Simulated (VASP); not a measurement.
Input of a VASP 6.6.1 run:

File INCAR:

```
ALGO = Normal
EDIFF = 1E-6
ENCUT = 520
GGA = PE
ISIF = 2
ISMEAR = 0
LASPH = True
LCHARG = False
LREAL = False
LWAVE = False
NBANDS = 11
NELM = 80
PREC = Accurate
SIGMA = 0.05
```

KPOINTS

```
k-points
0
Gamma
  12 12 12
```

POSCAR

```
C
1.0
    0.2237658205      1.9020094744      1.9020094744
    1.9020094744      0.2237658205      1.9020094744
    1.9020094744      1.9020094744      0.2237658205
C
2
Direct
    0.5000000000      0.5000000000      0.5000000000
    0.7500000000      0.7500000000      0.7500000000
```

Potentials or basis: VASP PAW PBE potentials, release 64 (C).

The run is started by

```bash
$ cat potpaw_PBE.64/C/POTCAR > POTCAR
$ mpirun -np 1 vasp_std > vasp.out
```

Predict the pressure.

19.2 GPa.

Predict the band gap on the k mesh.

0.63 eV, direct.

Estimate the largest force.

0.978 eV/Å.

Forces on the atoms (eV/Å):
```
C   -0.564 -0.564 -0.564
C    0.564  0.564  0.564
```
